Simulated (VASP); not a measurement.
Input of a VASP 6.6.1 run:

INCAR

```
SYSTEM = Co
PREC = Accurate ; ENCUT = 520
EDIFF = 1E-6 ; ISMEAR = -1
SIGMA = 0.1 ; LREAL = .FALSE.
LASPH = .TRUE. ; NELM = 150
ALGO = Normal ; ISIF = 2
LWAVE = .FALSE. ; LCHARG = .FALSE.
ISPIN = 2 ; MAGMOM = 1.7 1.7 1.7 1.7 1.7
LORBIT = 11 ; LMAXMIX = 4
LDIPOL = .TRUE. ; IDIPOL = 3
DIPOL = 0.5 0.5 0.500 ; GGA = PS
NBANDS = 34 ; KPAR = 2
```

File KPOINTS:

```
Automatic mesh
0
G
  19 19 1
  0 0 0
```

Contents of POSCAR:

```
Co
1.0
    2.4563951624      0.0000000000      0.0000000000
   -1.2281975812      2.1273006124      0.0000000000
    0.0000000000      0.0000000000     23.9442000000
Co
5
Direct
    0.0000000000      0.0000000000      0.3341105795
    0.3333333340      0.6666666660      0.4170552899
    0.0000000000      0.0000000000      0.4999999998
    0.3333333340      0.6666666660      0.5829447101
    0.0000000000      0.0000000000      0.6658894205
```

Potentials or basis: VASP PAW PBE potentials, release 64 (Co).

Command:

```bash
$ cat potpaw_PBE.64/Co/POTCAR > POTCAR
$ mpirun -np 2 vasp_std > vasp.out
```

Question: What does it give for the largest force?

Answer: 0.360 eV/Å.

Question: Estimate the net moment.

Answer: 8.12 μB per cell.

Forces on the atoms (eV/Å):
```
Co   0.000  0.000  0.350
Co   0.000  0.000 -0.360
Co   0.000  0.000  0.000
Co   0.000  0.000  0.360
Co   0.000  0.000 -0.350
```

Caveat: the PAW data sets were made with another functional, which shifts forces and pressure a little.
